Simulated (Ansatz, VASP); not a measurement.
**Ru in VASP and in Ansatz**

The input INCAR:

```
SYSTEM = Ru
ALGO = Fast
EDIFF = 1E-6
ENCUT = 520
GGA = PS
ISIF = 2
ISMEAR = 0
LASPH = .True.
LCHARG = .True.
LELF = .True.
LREAL = .False.
LVHAR = .True.
LWAVE = .False.
NBANDS = 21
NELM = 60
PREC = Accurate
SIGMA = 0.15
```

The input KPOINTS:

```
k-points
0
Gamma
  24 24 12
  0 0 0
```

Contents of POSCAR:

```
Ru
1.0
    2.7057993342      0.0000000000      0.0000000000
   -1.3528996671      2.3432909610      0.0000000000
    0.0000000000      0.0000000000      4.2819000000
Ru
2
Direct
    0.3333333333      0.6666666667      0.2500000000
    0.6666666667      0.3333333333      0.7500000000
```

Input for Ansatz:

```yaml
crystal:
  lattice:
    - [2.7057993342, 0.0, 0.0]
    - [-1.3528996671, 2.343290961, 0.0]
    - [0.0, 0.0, 4.2819]
  atoms:
    - { symbol: Ru, position: [0.3333333333, 0.6666666667, 0.25] }
    - { symbol: Ru, position: [0.6666666667, 0.3333333333, 0.75] }
basis:
  ecutwfc: 420
kpoints:
  mp_grid: { grid: [24, 24, 12] }
hamiltonian:
  xc: pbesol
scf:
  occupations: { method: gaussian, width: 0.15 }
output:
  forces: true
  stress: true
  eigenvalues: true
```

Alike in both runs: task single point; functional PBEsol; k mesh 24 × 24 × 12; occupations gaussian, width 0.15 eV; no spin polarisation.

```csv
,VASP,Ansatz
version,VASP 6.6.1,Ansatz 0.2.0
potentials or method,"VASP PAW PBE potentials, release 64 (Ru_pv), cutoff 520 eV","scalar-relativistic, plane waves, PAW"
valence electrons in the cell,28,32
```

VASP gave:

| Quantity | Value |
| --- | --- |
| gap on the k mesh at the Fermi level (eV) | none |
| pressure (GPa) | -6.3 |
| traceless stress, the component that is largest in VASP (GPa) | -1.14 |

**Question.** Estimate Ansatz's values.

**Answer.** gap on the k mesh at the Fermi level (eV): none; pressure (GPa): -6.3; traceless stress, the component that is largest in VASP (GPa): -1.16.

VASP's potentials were made for PBE, not for PBEsol. A gap of «none» marks a metal or a gap that the smearing closes. VASP's potentials hold 28 valence electrons a cell and Ansatz's 32, so a difference there can come from the potentials and not from the codes.
